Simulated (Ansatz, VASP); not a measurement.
# One calculation of Zr2SiO4, two programs

```xyz
7
Lattice="3.5974 0.0000 0.0000 -1.7987 3.1155 0.0000 0.0000 0.0000 21.3728" Properties=species:S:1:pos:R:3 pbc="T T T"
O     0.0000    0.0000    4.0000
O     0.0000    2.0770    5.4686
O     1.7987    1.0385    6.8350
O     0.0000    0.0000    8.3728
Zr    1.7987    1.0385    4.7343
Zr    0.0000    2.0770    7.5796
Si   -0.8994    1.5577   10.5728
```

Alike in both runs: task single point; functional PBE; dispersion D3(BJ); k mesh 9 × 9 × 1; occupations gaussian, width 0.05 eV; collinear spin.

```csv
,VASP,Ansatz
version,VASP 6.6.1,Ansatz 0.2.0
potentials or method,"VASP PAW PBE potentials, release 64 (O, Zr_sv, Si), cutoff 520 eV","scalar-relativistic, plane waves, PAW"
valence electrons in the cell,52,52
```

Ansatz gave:

| Quantity | Value |
| --- | --- |
| gap on the k mesh at the Fermi level (eV) | none |
| rms of the force components (eV/Å) | 0.176 |
| net moment per atom (μB) | 0.00 |
| size of the moment on the site where the two differ most (μB) | 0.00 |

**Question.** What did VASP give for the same quantities?

**Answer.** gap on the k mesh at the Fermi level (eV): none; rms of the force components (eV/Å): 0.180; net moment per atom (μB): 0.12; size of the moment on the site where the two differ most (μB): 0.17.

The net moments are unlike, so the other rows may belong to different states. Site moments also hang on the region over which each program counts them. A gap of «none» marks a metal or a gap that the smearing closes. Ansatz's warnings: seeded moment not kept.
